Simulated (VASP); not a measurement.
Here is a VASP 6.6.1 calculation.

INCAR

```
PREC = Accurate ; ENCUT = 600
EDIFF = 1E-6 ; ISMEAR = -1
SIGMA = 0.05 ; LREAL = False
LASPH = True ; NELM = 120
ALGO = Normal ; ISIF = 2
LWAVE = False ; LCHARG = True
GGA = PS ; LELF = True
LVHAR = True ; NBANDS = 14
GGA_COMPAT = False
```

KPOINTS

```
Automatic mesh
0
Gamma
  8 8 8
```

File POSCAR:

```
NaF
1.0
    0.0232000000      2.3200000000      2.3200000000
    2.3200000000      0.0232000000      2.3200000000
    2.3432000000      2.3432000000      0.0000000000
Na F
1 1
Direct
    0.0000000000      0.0000000000      0.0000000000
    0.5000000000      0.5000000000      0.5000000000
```

Potentials or basis: VASP PAW PBE potentials, release 64 (Na_pv, F).

Run with:

```sh
$ cat potpaw_PBE.64/Na_pv/POTCAR potpaw_PBE.64/F/POTCAR > POTCAR
$ mpirun -np 1 vasp_std > vasp.out
```

Problem. What does it give for the band gap on the k mesh?

Solution. 6.11 eV.

Problem. Predict the pressure.

Solution. -0.5 GPa.

Stress tensor (GPa, compression positive):
```
-0.50 -0.54  0.00
-0.54 -0.50  0.00
 0.00  0.00 -0.52
```

Caveat: the PAW data sets were made with another functional, which shifts forces and pressure a little. Expect the measured gap to be larger: semilocal functionals such as PBEsol lack the derivative discontinuity.
